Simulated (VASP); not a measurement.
Sb: single point with PBE0

The system is Sb.

```
Sb
1.0
    -1.87134    1.87134    1.87134
     1.87134   -1.87134    1.87134
     1.87134    1.87134   -1.87134
Sb
1
Direct
  0.00000 0.00000 0.00000
```

- Program: VASP 6.6.1
- Task: single point
- Functional: PBE0
- Potentials or basis: VASP PAW PBE potentials, release 64 (Sb_d_GW)
- Cutoff: 400 eV
- k mesh: 6 × 6 × 6
- Occupations: fermi-dirac, width 0.05 eV
- Spin: no spin polarisation
- Dipole correction: no
- Grid for exact exchange (PRECFOCK): Normal
- Second run: valence_matched
- Further INCAR settings: ALGO = Normal; EDIFF = 1e-06; NBANDS = 14

The pressure is 0.4 GPa.

Levels at points of the mesh, in eV from the Fermi level:
```tsv
k point	band 5	band 6	band 7	band 8	band 9	band 10
(0.00, 0.00, 0.00)	-31.47	-14.35	7.51	7.51	7.51	13.30
(0.50, 0.00, 0.00)	-31.43	-9.57	-6.30	3.00	5.42	8.21
(0.50, 0.50, 0.50)	-31.44	-5.49	-2.01	-2.01	-2.01	4.25
```

It took 5.4 min on 1 thread of Intel(R) Xeon(R) 6975P-C (Granite Rapids) (shared host), peak memory 0.15 GiB.

Caveat: the k points lie up to 0.40 Å⁻¹ apart; the PAW data sets were made with another functional, which shifts forces and pressure a little; spin-orbit coupling is left out, which moves the levels of the heavy elements.
